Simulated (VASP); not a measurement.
# Sc (P6_3/mmc) in VASP: a series of runs

Sc is run at these levels: PBE; tasks: single point.

All numbers are computed with VASP 6.6.1; they aren't measurements. Logs are shortened: lines on timing, memory, paths and dates and some standing lists are left out, and cuts for length are marked.

## (1) The cell of the first run

The structure is hexagonal, space group P6_3/mmc (No. 194). The conventional cell has a = 3.408 Å, b = 3.408 Å, c = 5.347 Å, α = 90.00°, β = 90.00°, γ = 120.00°. Within 4.4 Å of Sc (site symmetry -6m2) lie 12 Sc at 3.32 to 3.41 Å.

## (2) Single point, PBE (strain +0.030 along x and y, +0.015 along z)

Contents of INCAR:

```
SYSTEM = Sc
PREC     = Accurate       ! precision mode
ENCUT    = 520            ! plane-wave cutoff, eV
EDIFF    = 1E-6           ! SCF threshold, eV
ISMEAR   = 0              ! smearing method
SIGMA    = 0.15           ! smearing width, eV
LREAL    = .FALSE.        ! projectors in reciprocal space
LASPH    = .TRUE.         ! aspherical terms in the spheres
NELM     = 60             ! most SCF steps
ALGO     = Fast           ! electronic algorithm
ISIF     = 2              ! what is computed and relaxed
LWAVE    = .FALSE.        ! write WAVECAR
LCHARG   = .TRUE.         ! write CHGCAR
GGA      = PE             ! functional
LELF     = .TRUE.         ! ELF
LVHAR    = .TRUE.       
NBANDS   = 18             ! bands
```

Contents of KPOINTS:

```
Automatic mesh
0
G
  18 18 10
  0 0 0
```

Contents of POSCAR:

```
Sc
1.0
    3.4080618342      0.0000000000      0.0000000000
   -1.7040309171      2.9514681261      0.0000000000
    0.0000000000      0.0000000000      5.3470200000
Sc
2
Direct
    0.3333333333      0.6666666667      0.2500000000
    0.6666666667      0.3333333333      0.7500000000
```

Potentials or basis: VASP PAW PBE potentials, release 64 (Sc_sv).

Started as:

```console
cat potpaw_PBE.64/Sc_sv/POTCAR > POTCAR
mpirun -np 1 vasp_std > vasp.out
```

OUTCAR:

```text
SYSTEM = Sc
   PREC = Accurate
   ENCUT = 520
   EDIFF = 1E-6
   ISMEAR = 0
   LREAL = .FALSE.
   LASPH = .TRUE.
   NELM = 60
   ISIF = 2
   GGA = PE

 ion  position               nearest neighbor table
   1  0.333  0.667  0.250-   2 3.32   2 3.32   2 3.32   2 3.32   2 3.32   2 3.32
   2  0.667  0.333  0.750-   1 3.32   1 3.32   1 3.32   1 3.32   1 3.32   1 3.32

  LATTYP: Found a hexagonal cell.
 ALAT       =     3.4080618342
 C/A-ratio  =     1.5689328011

  Lattice vectors:

 A1 = (   3.4080618342,   0.0000000000,   0.0000000000)
 A2 = (  -1.7040309171,   2.9514681261,   0.0000000000)
 A3 = (   0.0000000000,   0.0000000000,   5.3470200000)

Analysis of symmetry for initial positions (statically):
=====================================================================
 Subroutine PRICEL returns:
 Original cell was already a primitive cell.

 Routine SETGRP: Setting up the symmetry group for a
 hexagonal supercell.

 Subroutine GETGRP returns: Found 24 space group operations
 (whereof 12 operations were pure point group operations)
 out of a pool of 24 trial point group operations.

The static configuration has the point symmetry D_3d.
 The point group associated with its full space group is D_6h.

Analysis of symmetry for dynamics (positions and initial velocities):
=====================================================================
 Subroutine PRICEL returns:
 Original cell was already a primitive cell.

 Routine SETGRP: Setting up the symmetry group for a
 hexagonal supercell.

 Subroutine GETGRP returns: Found 24 space group operations
 (whereof 12 operations were pure point group operations)
 out of a pool of 24 trial point group operations.

The dynamic configuration has the point symmetry D_3d.
 The point group associated with its full space group is D_6h.

 Subroutine INISYM returns: Found 24 space group operations
 (whereof 12 operations are pure point group operations),
 and found     1 'primitive' translations

----------------------------------------------------------------------------------------

                                     Primitive cell

  volume of cell :      53.7845

  direct lattice vectors                    reciprocal lattice vectors
     3.408061834  0.000000000  0.000000000     0.293421906  0.169407217  0.000000000
    -1.704030917  2.951468126  0.000000000     0.000000000  0.338814433  0.000000000
     0.000000000  0.000000000  5.347020000     0.000000000  0.000000000  0.187020060

  length of vectors
     3.408061834  3.408061834  5.347020000     0.338814433  0.338814433  0.187020060

  position of ions in fractional coordinates (direct lattice)
     0.333333333  0.666666667  0.250000000
     0.666666667  0.333333333  0.750000000

  ion indices of the primitive-cell ions
   primitive index   ion index
                 1           1
                 2           2

----------------------------------------------------------------------------------------

 KPOINTS: Automatic mesh

Automatic generation of k-mesh.
 Grid dimensions read from file:
 generate k-points for:   18   18   10

 Generating k-lattice:

  Cartesian coordinates                     Fractional coordinates (reciprocal lattice)
     0.016301217  0.009411512  0.000000000     0.055555556  0.000000000  0.000000000
     0.000000000  0.018823024  0.000000000     0.000000000  0.055555556  0.000000000
     0.000000000  0.000000000  0.018702006     0.000000000  0.000000000  0.100000000

  Length of vectors
     0.018823024  0.018823024  0.018702006

  Shift w.r.t. Gamma in fractional coordinates (k-lattice)
     0.000000000  0.000000000  0.000000000

 Subroutine IBZKPT returns following result:
 ===========================================

 Found    222 irreducible k-points:

 Following reciprocal coordinates:
            Coordinates               Weight
  0.000000  0.000000  0.000000      1.000000
  0.055556 -0.000000  0.000000      6.000000
  0.111111 -0.000000  0.000000      6.000000
  0.166667 -0.000000  0.000000      6.000000
  0.222222 -0.000000  0.000000      6.000000
  0.277778 -0.000000  0.000000      6.000000
[... 16 lines left out ...]
  0.333333  0.111111  0.000000     12.000000
  0.388889  0.111111  0.000000     12.000000
 [... further k-points ...]
   k-points           NKPTS =    222   k-points in BZ     NKDIM =    222   number of bands    NBANDS=     18
   number of dos      NEDOS =    301   number of ions     NIONS =      2
   total plane-waves  NPLWV =  31360
   dimension x,y,z NGX =    28 NGY =   28 NGZ =   40
   dimension x,y,z NGXF=    56 NGYF=   56 NGZF=   80
   ions per type =               2
   NGX,Y,Z   is equivalent  to a cutoff of  13.66, 13.66, 12.44 a.u.
   NGXF,Y,Z  is equivalent  to a cutoff of  27.32, 27.32, 24.87 a.u.
 SYSTEM =  Sc
   PREC   = accura    normal or accurate (medium, high low for compatibility)
   ISTART =      0    job   : 0-new  1-cont  2-samecut
   ICHARG =      2    charge: 1-file 2-atom 10-const
   ISPIN  =      1    spin polarized calculation?
   LNONCOLLINEAR =      F non collinear calculations
   LSORBIT =      F    spin-orbit coupling
   LASPH  =      T    aspherical Exc in radial PAW
   ENCUT  =  520.0 eV  38.22 Ry    6.18 a.u.   6.34  6.34  9.94*2*pi/ulx,y,z
   NELM   =     60;   NELMIN=  2; NELMDL= -5     # of ELM steps
   EDIFF  = 0.1E-05   stopping-criterion for ELM
   LREAL  =      F    real-space projection
   EDIFFG = 0.1E-04   stopping-criterion for IOM
   NSW    =      0    number of steps for IOM
   IBRION =     -1    ionic relax: 0-MD 1-quasi-New 2-CG
   NFREE  =      0    steps in history (QN), initial steepest desc. (CG)
   ISIF   =      2    stress and relaxation
   ISYM   =      2    0-nonsym 1-usesym 2-fastsym
   POTIM  = 0.5000    time-step for ionic-motion
   TEBEG  =    0.0;   TEEND  =   0.0 temperature during run
   PSTRESS=    0.0 pullay stress
   NELECT =      22.0000    total number of electrons
   NUPDOWN=      -1.0000    fix difference up-down
   EMIN   =  10.00;   EMAX   =-10.00  energy-range for DOS
   EFERMI =   0.00;   METHOD = LEGACY
   ISMEAR =     0;   SIGMA  =   0.15  broadening in eV -4-tet -1-fermi 0-gaus
   EFERMI_NEDOS =   21; number of points for ismear=-14 and -15
   IALGO  =     68    algorithm
   IMIX   =      4    mixing-type and parameters
     AMIX     =   0.40;   BMIX     =  1.00
     AMIX_MAG =   1.60;   BMIX_MAG =  1.00
  volume/ion in A,a.u.               =      26.89       181.48
  Fermi-wavevector in a.u.,A,eV,Ry     =   1.215243  2.296477 20.093308  1.476816
  Thomas-Fermi vector in A             =   2.350637
   LORBIT       =      0    0 simple, 1 ext, 2 COOP (PROOUT), +10 PAW based schemes
   GGA     = PE    functional components
   LHFCALC =     F    Hartree Fock is set to
   AEXX    =    0.0000 exact exchange contribution
   IVDW    =     0    specifies the selected vdW correction
   LEPSILON=     F    determine dielectric tensor
   LRPA    =     F    only Hartree local field effects (RPA)
 non-spin polarized calculation
 RMM-DIIS sequential band-by-band and
 Gauss-broadening in eV      SIGMA  =   0.15
  energy-cutoff  :      520.00
  volume of cell :       53.78
 maximum number of plane-waves:      1470
 NGX is ok and might be reduce to    28
   NGX = 13   NGY = 13   NGZ = 19

 number of electron      22.0000005 magnetization

 Free energy of the ion-electron system (eV)
  ---------------------------------------------------
  ext. energy  EPLUGINS =         0.00000000
  ---------------------------------------------------
  free energy    TOTEN  =       -12.46359642 eV

  energy without entropy =      -12.41201531  energy(sigma->0) =      -12.43780586

 E-fermi :   3.1850     XC(G=0):  -9.5343

 val. band max:        3.1841018043   @ k =   0.4444   0.1111   0.4000
 cond. band min:       3.1861989721   @ k =   0.2778   0.2222   0.4000
 fundamental gap:      0.0020971678
 Fermi energy:         3.1850079098

 k-point     1 :       0.0000    0.0000    0.0000
  band No.  band energies     occupation
      1     -46.4616      2.00000
      2     -46.4145      2.00000
      3     -25.2197      2.00000
      4     -24.9713      2.00000
      5     -24.9713      2.00000
      6     -24.9228      2.00000
[... 10 lines left out ...]
     17       5.3236      0.00000
     18       5.3246      0.00000

 k-point     2 :       0.0556   -0.0000    0.0000
  band No.  band energies     occupation
      1     -46.4606      2.00000
      2     -46.4141      2.00000
      3     -25.2167      2.00000
      4     -24.9770      2.00000
      5     -24.9733      2.00000
      6     -24.9288      2.00000
[... 10 lines left out ...]
     17       5.2723      0.00000
     18       5.2875      0.00000

 k-point     3 :       0.1111   -0.0000    0.0000
  band No.  band energies     occupation
      1     -46.4578      2.00000
      2     -46.4131      2.00000
      3     -25.2081      2.00000
      4     -24.9936      2.00000
      5     -24.9790      2.00000
      6     -24.9462      2.00000
[... 10 lines left out ...]
     17       5.1865      0.00000
     18       5.2106      0.00000

 k-point     4 :       0.1667   -0.0000    0.0000
  band No.  band energies     occupation
      1     -46.4533      2.00000
      2     -46.4117      2.00000
      3     -25.1942      2.00000
      4     -25.0192      2.00000
      5     -24.9875      2.00000
      6     -24.9725      2.00000
[... 375 lines left out ...]
      4     -25.1133      2.00000
      5     -25.0763      2.00000
      6     -25.0204      2.00000
[... 10 lines left out ...]
     17       6.1467      0.00000
     18       6.4539      0.00000

 k-point    23 :       0.3333    0.1111    0.0000
  band No.  band energies     occupation
      1     -46.4275      2.00000
      2     -46.4075      2.00000
      3     -25.1379      2.00000
      4     -25.1040      2.00000
      5     -25.0924      2.00000
      6     -25.0333      2.00000
[... 10 lines left out ...]
     17       6.4265      0.00000
     18       6.7507      0.00000

 k-point    24 :       0.3889    0.1111    0.0000
  band No.  band energies     occupation
      1     -46.4234      2.00000
      2     -46.4079      2.00000
      3     -25.1541      2.00000
      4     -25.1029      2.00000
      5     -25.0865      2.00000
      6     -25.0416      2.00000
[... 10 lines left out ...]
     17       6.6151      0.00000
     18       6.7614      0.00000

 [... further k-points ...]

------------------------ aborting loop because EDIFF is reached ----------------------------------------

  FORCE on cell =-STRESS in cart. coord.  units (eV):
  Direction    XX          YY          ZZ          XY          YZ          ZX
  --------------------------------------------------------------------------------------
  -------------------------------------------------------------------------------------
  Total       -1.3153106     -1.3153106     -1.4066226      0.0000000     -0.0000000      0.0000000
  in kB      -39.1815420    -39.1815420    -41.9016198      0.0000000     -0.0000000      0.0000000
  external PRESSURE =     -40.0882346 kB  Pullay stress =       0.0000000 kB

 VOLUME and BASIS-vectors are now :
 -----------------------------------------------------------------------------
  energy-cutoff  :      520.00
  volume of cell :       53.78
      direct lattice vectors                 reciprocal lattice vectors
     3.408061834  0.000000000  0.000000000     0.293421906  0.169407217  0.000000000
    -1.704030917  2.951468126  0.000000000     0.000000000  0.338814433  0.000000000
     0.000000000  0.000000000  5.347020000     0.000000000  0.000000000  0.187020060

 POSITION                                       TOTAL-FORCE (eV/Angst)
 -----------------------------------------------------------------------------------
     -0.00000      1.96765      1.33675        -0.000000      0.000000      0.000000
      1.70403      0.98382      4.01026         0.000000     -0.000000      0.000000
 -----------------------------------------------------------------------------------
    total drift:                                0.000000     -0.000000      0.000000

  FREE ENERGIE OF THE ION-ELECTRON SYSTEM (eV)
  ---------------------------------------------------
  free  energy   TOTEN  =       -12.4635964171 eV

  energy  without entropy=      -12.4120153119  energy(sigma->0) =      -12.43780586
```

Run time: 1.9 min. Hardware: 1 thread of Intel Xeon 6975P-C (Granite Rapids), shared host; peak memory 0.3 GiB.

Results:

```
Free energy            : -12.4636 eV
Pressure               : -4.0 GPa
Band gap on the k mesh : zero (bands 11 and 12 overlap by 1.31 eV)
```

Levels at points of the mesh, in eV from the Fermi level:
| k point | band 9 | band 10 | band 11 | band 12 | band 13 | band 14 |
| --- | --- | --- | --- | --- | --- | --- |
| (0.00, 0.00, 0.00) | -4.96 | -1.53 | 0.40 | 1.49 | 1.49 | 1.67 |
| (0.50, 0.00, 0.00) | -1.57 | -0.97 | -0.57 | -0.34 | 1.16 | 1.28 |
| (0.00, 0.00, 0.50) | -3.52 | -3.52 | 0.89 | 0.89 | 1.42 | 1.42 |
| (0.50, 0.00, 0.50) | -1.35 | -1.35 | 0.04 | 0.04 | 1.13 | 1.13 |

Caveat: the cell differs from its parent crystal (strain +0.030 along x and y, +0.015 along z); the cell stands under tension.

## (3) Single point, PBE (strain +0.030 along x and y, +0.030 along z)

INCAR: that of step 2 with these lines changed.

```diff
@@ -8,3 +8,3 @@
 LASPH    = .TRUE.         ! aspherical terms in the spheres
-NELM     = 60             ! most SCF steps
+NELM     = 80             ! most SCF steps
 ALGO     = Fast           ! electronic algorithm
```

KPOINTS is that of step 2.

POSCAR: that of step 2 with these lines changed.

```diff
@@ -4,3 +4,3 @@
    -1.7040309171      2.9514681261      0.0000000000
-    0.0000000000      0.0000000000      5.3470200000
+    0.0000000000      0.0000000000      5.4260400000
 Sc
```

Potentials or basis: VASP PAW PBE potentials, release 64 (Sc_sv).

Started as:

```console
cat potpaw_PBE.64/Sc_sv/POTCAR > POTCAR
mpirun -np 1 vasp_std > vasp.out
```

It took 1.9 min on 1 thread of Intel Xeon 6975P-C (Granite Rapids), shared host; peak memory 0.3 GiB.

The run converged. Its results:

```yaml
Free_energy: -12.4403 eV
Pressure: -4.6 GPa
Band_gap_on_the_k_mesh: zero (bands 11 and 12 overlap by 1.24 eV)
```

Stress tensor (GPa, compression positive):
```
-4.19  0.00  0.00
 0.00 -4.19  0.00
 0.00  0.00 -5.29
```

Levels at points of the mesh, in eV from the Fermi level:
```
           k point  band 7  band 8  band 9  band 10  band 11  band 12  band 13  band 14  band 15  band 16
(0.00, 0.00, 0.00)  -28.15  -28.14   -4.93    -1.55     0.28     1.48     1.48     1.58     1.83     1.83
(0.50, 0.00, 0.00)  -28.21  -28.19   -1.54    -0.95    -0.57    -0.31     1.10     1.31     1.60     3.36
(0.00, 0.00, 0.50)  -28.18  -28.18   -3.54    -3.54     0.83     0.83     1.42     1.42     1.42     1.42
(0.50, 0.00, 0.50)  -28.22  -28.22   -1.34    -1.34     0.02     0.02     1.09     1.09     2.18     2.18
```

Caveat: the cell differs from its parent crystal (strain +0.030 along x and y, +0.030 along z); the cell stands under tension.
